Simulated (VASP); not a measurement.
Set up this calculation in VASP 6.6.1, as the native input.

| Item | Value |
| --- | --- |
| Task | single point |
| Functional | PBE |
| Potentials or basis | VASP PAW PBE potentials, release 64 (Hg, Te) |
| Cutoff | 520 eV |
| k mesh | 8 × 8 × 1 |
| Occupations | gaussian, width 0.1 eV |
| Spin | no spin polarisation |
| Dipole correction | yes |
| Further INCAR settings | ALGO = Normal; EDIFF = 1e-07; NBANDS = 42 |

The structure of Hg4Te3 lies in POSCAR:

```
Hg4Te3
1.0
    4.7019745438      0.0000000000      0.0000000000
    0.0000000000      4.7019745438      0.0000000000
    0.0000000000      0.0000000000     24.9743942547
Hg Te
4 3
Direct
    0.5000000000      0.5000000000      0.2960227390
    0.0000000000      0.0000000000      0.4329776306
    0.5000000000      0.5000000000      0.5670223412
    0.0000000000      0.0000000000      0.7039774385
    0.5000000000      0.0000000000      0.3662322047
    0.0000000000      0.5000000000      0.4999999343
    0.5000000000      0.0000000000      0.6337677116
```

These files were run (other wordings do the same):

INCAR

```
ALGO = Normal
DIPOL = 0.5 0.5 0.500
EDIFF = 1E-7
ENCUT = 520
GGA = PE
IDIPOL = 3
ISIF = 2
ISMEAR = 0
LASPH = True
LCHARG = True
LDIPOL = True
LELF = True
LREAL = False
LVACPOTAV = True
LVHAR = True
LWAVE = False
NBANDS = 42
NELM = 100
PREC = Accurate
SIGMA = 0.1
```

KPOINTS

```
k-points
0
Gamma
  8 8 1
```

Potentials or basis: VASP PAW PBE potentials, release 64 (Hg, Te).

Run with:

```sh
$ cat potpaw_PBE.64/Hg/POTCAR potpaw_PBE.64/Te/POTCAR > POTCAR
$ mpirun -np 1 vasp_std > vasp.out
```

It gave:

```json
{
  "Largest force": "0.027 eV/Å",
  "Band gap on the k mesh": "zero (bands 33 and 34 overlap by 0.30 eV)"
}
```

Caveat: spin-orbit coupling is left out, which moves the levels of the heavy elements.

Wall time 18 min on 1 thread of Intel Xeon 8259CL (shared host), peak memory 0.71 GiB.
